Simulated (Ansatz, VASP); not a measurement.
MnO: VASP beside Ansatz

File INCAR:

```
SYSTEM = MnO
  PREC = Accurate
  ENCUT = 520
  EDIFF = 1E-7
  ISMEAR = 0
  SIGMA = 0.1
  LREAL = .False.
  LASPH = .True.
  NELM = 80
  ALGO = Normal
  ISIF = 2
  LWAVE = .False.
  LCHARG = .False.
  GGA = PE
  NBANDS = 27
```

File KPOINTS:

```
regular mesh
0
Gamma
  6 6 4
  0 0 0
```

POSCAR

```
MnO
1.0
    3.3717009293      0.0000000000      0.0000000000
   -1.6858504646      2.9199786587      0.0000000000
    0.0000000000      0.0000000000      5.3855000000
Mn O
2 2
Direct
    0.3333333333      0.6666666667      0.0109600000
    0.6666666667      0.3333333333      0.5109600000
    0.3333333333      0.6666666667      0.3754700000
    0.6666666667      0.3333333333      0.8754700000
```

Input for Ansatz:

```yaml
crystal:
  lattice:
    - [3.3717009293, 0.0, 0.0]
    - [-1.6858504646, 2.9199786587, 0.0]
    - [0.0, 0.0, 5.3855]
  atoms:
    - { symbol: Mn, position: [0.3333333333, 0.6666666667, 0.01096] }
    - { symbol: Mn, position: [0.6666666667, 0.3333333333, 0.51096] }
    - { symbol: O, position: [0.3333333333, 0.6666666667, 0.37547] }
    - { symbol: O, position: [0.6666666667, 0.3333333333, 0.87547] }
basis:
  ecutwfc: 420
kpoints:
  mp_grid: { grid: [6, 6, 4] }
hamiltonian:
  xc: pbe
scf:
  occupations: { method: gaussian, width: 0.1 }
output:
  forces: true
  stress: true
  eigenvalues: true
```

Alike in both runs: task single point; functional PBE; k mesh 6 × 6 × 4; occupations gaussian, width 0.1 eV; no spin polarisation.

|  | VASP | Ansatz |
| --- | --- | --- |
| version | VASP 6.6.1 | Ansatz 0.2.0 |
| potentials or method | VASP PAW PBE potentials, release 64 (Mn_pv, O), cutoff 520 eV | scalar-relativistic, plane waves, PAW |
| valence electrons in the cell | 38 | 42 |

VASP gave:

- gap on the k mesh at the Fermi level (eV): none
- rms of the force components (eV/Å): 0.217

Question: What did Ansatz give for the same quantities?

Answer: gap on the k mesh at the Fermi level (eV): none; rms of the force components (eV/Å): 0.200.

Atom by atom the forces differ by 0.017 eV/Å (rms over components). A gap of «none» marks a metal or a gap that the smearing closes. VASP's potentials hold 38 valence electrons a cell and Ansatz's 42, so a difference there can come from the potentials and not from the codes.
